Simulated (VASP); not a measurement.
## Al: single point with PBE+D3(BJ)

Crystal: Al.

```xyz
4
Lattice="2.7213 0.0000 0.0000 -1.3607 2.3567 0.0000 0.0000 0.0000 9.4889" Properties=species:S:1:pos:R:3 pbc="T T T"
Al    0.0000    0.0000    0.0000
Al    0.0000    1.5711    2.3722
Al    0.0000    0.0000    4.7445
Al    1.3607    0.7856    7.1167
```

This isn't the form of Al at room conditions, which is fcc.

```yaml
Program: VASP 6.6.1
Task: single point
Functional: PBE
Dispersion: D3(BJ)
Potentials_or_basis: VASP PAW PBE potentials, release 64 (Al)
Cutoff: 520 eV
k_mesh: 18 × 18 × 6
Occupations: gaussian, width 0.15 eV
Spin: no spin polarisation
Dipole_correction: no
Further_INCAR_settings: ALGO = Normal; EDIFF = 1e-06; NBANDS = 14
```

```yaml
Pressure: 4.4 GPa
Band_gap_on_the_k_mesh: zero (bands 6 and 7 overlap by 4.64 eV)
Dispersion_energy_per_atom: -0.366 eV
```

Stress tensor (GPa, compression positive):
```
6.53 0.00 0.00
0.00 6.53 0.00
0.00 0.00 0.20
```

Levels at points of the mesh, in eV from the Fermi level:
```
           k point  band 4  band 5  band 6  band 7  band 8  band 9
(0.00, 0.00, 0.00)   -5.29   -5.25    2.40    2.40   11.53   12.35
(0.50, 0.00, 0.00)   -4.00   -3.23   -3.20    0.80    0.94    1.17
(0.00, 0.00, 0.50)   -8.04   -1.77   -1.77    7.15    7.15   12.57
(0.50, 0.00, 0.50)   -4.76   -1.95   -1.95   -1.25   -1.25    4.23
```

It took 37 s on 1 thread of AMD EPYC 9R45 96-Core Processor (Zen 5), on a shared host, peak memory 0.21 GiB.

Caveat: the cell stands under pressure.
